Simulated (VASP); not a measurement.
A run of VASP 6.6.1:

File INCAR:

```
SYSTEM = Mg4S
ALGO = Normal
EDIFF = 1E-7
EDIFFG = -0.08
ENCUT = 600
GGA = PE
GGA_COMPAT = .False.
IBRION = 2
ISIF = 3
ISMEAR = 0
LASPH = .True.
LCHARG = .False.
LREAL = .False.
LWAVE = .False.
NELM = 120
NELMIN = 4
NSW = 36
PREC = Accurate
SIGMA = 0.2
```

The input KPOINTS:

```
k-points
0
Gamma
  5 5 2
  0 0 0
```

File POSCAR:

```
Mg4S
1.0
    3.4000000000      0.0000000000      0.0000000000
   -1.7000000000      2.9444863700      0.0000000000
    0.0000000000      0.0000000000      9.4000000000
Mg S
4 1
Direct
    0.3333333300      0.6666666700      0.1500000000
    0.6666666700      0.3333333300      0.8500000000
    0.6666666700      0.3333333300      0.3800000000
    0.3333333300      0.6666666700      0.6200000000
    0.0000000000      0.0000000000      0.0000000000
```

Potentials or basis: VASP PAW PBE potentials, release 64 (Mg, S).

Command:

```bash
$ cat potpaw_PBE.64/Mg/POTCAR potpaw_PBE.64/S/POTCAR > POTCAR
$ mpirun -np 1 vasp_std > vasp.out
```

Hardware: 1 thread of AMD EPYC 9R45 96-Core Processor (Zen 5) (shared host).

Q: How long does it take, and how much memory?

A: Wall time 45 s on 1 thread of AMD EPYC 9R45 96-Core Processor (Zen 5), with other jobs on the host, peak memory 0.21 GiB. Counts: scf iterations 56, k points 10, ion steps 6.
